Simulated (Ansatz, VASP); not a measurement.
## ZnS: VASP beside Ansatz

```
Zn S
1.0
     0.00000    2.69410    2.69410
     2.69410    0.00000    2.69410
     2.69410    2.69410    0.00000
Zn S
1 1
Cartesian
  1.3470 1.3470 1.3470
  0.0000 0.0000 0.0000
```

Alike in both runs: task single point; functional PBEsol; k mesh 5 × 5 × 5; no spin polarisation.

|  | VASP | Ansatz |
| --- | --- | --- |
| version | VASP 6.6.1 | Ansatz 0.2.0 |
| potentials or method | VASP PAW PBE potentials, release 64 (Zn, S) | plane waves |
| plane-wave cutoff (eV) | 520 | 420 |
| occupations | gaussian, width 0.01 eV | fixed |
| valence electrons in the cell | 18 | 18 |

```tsv
	VASP	Ansatz	Ansatz less VASP
gap on the k mesh at the Fermi level (eV)	2.01	2.01	-0.006
pressure (GPa)	-1.1	-1.3	-0.19
```

VASP's potentials were made for PBE, not for PBEsol.
